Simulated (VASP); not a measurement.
The system is SnSe.

```xyz
4
Lattice="4.5500 0.0000 0.0000 -2.2750 3.9404 0.0000 0.0000 0.0000 7.4302" Properties=species:S:1:pos:R:3 pbc="T T T"
Sn    0.0000    2.6269    0.0000
Sn    2.2750    1.3135    3.7151
Se    0.0000    2.6269    2.7863
Se    2.2750    1.3135    6.5014
```

| Item | Value |
| --- | --- |
| Program | VASP 6.6.1 |
| Task | relaxation of cell and atoms |
| Functional | PBEsol |
| Potentials or basis | VASP PAW PBE potentials, release 64 (Sn_d, Se) |
| Cutoff | 600 eV |
| k mesh | 4 × 4 × 3 |
| Occupations | fermi-dirac, width 0.01 eV |
| Spin | no spin polarisation |

At the start: pressure 3.7 GPa; volume 33.30 Å³/atom.

Q: Where does the relaxation end?

A: Over 37 steps the energy falls by 170.0 meV/atom and the volume is 32.65 Å³/atom (-2.0 %); space group P6_3mc (No. 186, to 0.1 Å) before, P6_3/mmc (No. 194, to 0.1 Å).

The path:
| step | energy change (eV) | largest force (eV/Å) | pressure (GPa) | volume (Å³) |
| --- | --- | --- | --- | --- |
| 1 | 0.0000 | 0.0730 | 3.67 | 133.21 |
| 2 | -0.1275 | 0.0030 | -0.71 | 148.48 |
| 3 | -0.1337 | 0.0119 | -0.02 | 145.52 |
| 4 | -0.1337 | 0.0102 | -0.07 | 145.78 |
| 5 | -0.1361 | 0.0245 | -0.07 | 145.75 |
| 6 | -0.1410 | 0.1375 | -0.01 | 145.65 |
| 7 | -0.1360 | 0.4153 | 0.24 | 145.33 |
| 8 | -0.1419 | 0.2011 | 0.03 | 145.58 |
| 9 | -0.1433 | 0.2098 | 0.04 | 145.60 |
| 10 | -0.1476 | 0.2399 | 0.03 | 145.62 |
| 11 | -0.1571 | 0.3056 | 0.04 | 145.65 |
| 12 | -0.1773 | 0.4661 | 0.05 | 145.58 |
| 13 | -0.1953 | 0.9136 | 0.23 | 144.93 |
| 14 | -0.1958 | 0.9189 | 0.23 | 144.94 |
| 15 | -0.1975 | 0.9354 | 0.21 | 144.96 |
| 16 | -0.2003 | 0.9710 | 0.18 | 145.01 |
| 17 | -0.2031 | 1.0442 | 0.14 | 145.09 |
| 18 | -0.2085 | 1.0315 | 0.10 | 145.11 |
| 19 | -0.2241 | 0.9934 | -0.02 | 145.18 |
| 20 | -0.2536 | 0.9206 | -0.26 | 145.32 |
| 21 | -0.3054 | 0.7857 | -0.71 | 145.58 |
| 22 | -0.3826 | 0.5565 | -1.53 | 146.05 |
| 23 | -0.4411 | 0.2520 | -2.71 | 146.74 |
| 24 | -0.5270 | 0.2384 | -2.12 | 142.31 |
| 25 | -0.6306 | 0.1838 | 0.19 | 131.82 |
| 26 | -0.6665 | 0.1033 | 0.06 | 131.23 |
| 27 | -0.6756 | 0.0548 | 0.06 | 130.69 |
| 28 | -0.6756 | 0.0571 | 0.06 | 130.72 |
| 29 | -0.6762 | 0.0526 | 0.01 | 130.84 |
| 30 | -0.6773 | 0.0416 | -0.12 | 131.21 |
| 31 | -0.6778 | 0.0220 | -0.35 | 131.94 |
| 32 | -0.6779 | 0.0280 | -0.30 | 131.73 |
| 33 | -0.6782 | 0.0251 | -0.26 | 131.64 |
| 34 | -0.6790 | 0.0192 | -0.20 | 131.37 |
| 35 | -0.6796 | 0.0058 | -0.02 | 130.83 |
| 36 | -0.6798 | 0.0044 | 0.00 | 130.75 |
| 37 | -0.6800 | 0.0016 | 0.04 | 130.60 |

Final structure:
```
Sn Se
1.0
     5.05592    0.00000    0.00000
    -2.52796    4.37856    0.00000
     0.00000    0.00000    5.89955
Sn Se
2 2
Direct
  0.33333 0.66667 0.93770
  0.66667 0.33333 0.43770
  0.33333 0.66667 0.43730
  0.66667 0.33333 0.93730
```

Caveat: a cell axis changed by over 15 % at a fixed basis, so the end point is rough; the PAW data sets were made with another functional, which shifts forces and pressure a little.
